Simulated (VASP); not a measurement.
Here is a VASP 6.6.1 calculation.

INCAR

```
SYSTEM = Na3TeF
PREC = Accurate ; ENCUT = 600
EDIFF = 1E-7 ; ISMEAR = 0
SIGMA = 0.02 ; LREAL = .FALSE.
LASPH = .TRUE. ; NELM = 100
ALGO = Normal ; ISIF = 3
LWAVE = .FALSE. ; LCHARG = .FALSE.
GGA = PE ; IBRION = 2
NSW = 100 ; EDIFFG = -0.01
```

File KPOINTS:

```
Automatic mesh
0
G
  6 6 6
  0 0 0
```

Contents of POSCAR:

```
Na3TeF
1.0
    4.7646271600      0.0000000000      0.0000000000
    0.0000000000      4.7646271600      0.0000000000
    0.0000000000      0.0000000000      4.7646271600
Na Te F
3 1 1
Direct
    0.5000000000      0.0000000000      0.0000000000
    0.0000000000      0.5000000000      0.0000000000
    0.0000000000      0.0000000000      0.5000000000
    0.5000000000      0.5000000000      0.5000000000
    0.0000000000      0.0000000000      0.0000000000
```

Potentials or basis: VASP PAW PBE potentials, release 64 (Na_pv, Te, F).

Launch:

```console
$ cat potpaw_PBE.64/Na_pv/POTCAR potpaw_PBE.64/Te/POTCAR potpaw_PBE.64/F/POTCAR > POTCAR
$ mpirun -np 1 vasp_std > vasp.out
```

Estimate the relaxed cell.

a = 4.731 Å, b = 4.731 Å, c = 4.731 Å, α = 90.00°, β = 90.00°, γ = 90.00°.

Predict the relaxed volume.

21.18 Å³/atom.

Step by step:
```
step  energy change (eV)  largest force (eV/Å)  pressure (GPa)  volume (Å³)
   1              0.0000                0.0000           -0.61       108.17
   2             -0.0037                0.0000           -0.29       106.88
   3             -0.0046                0.0000           -0.02       105.89
```
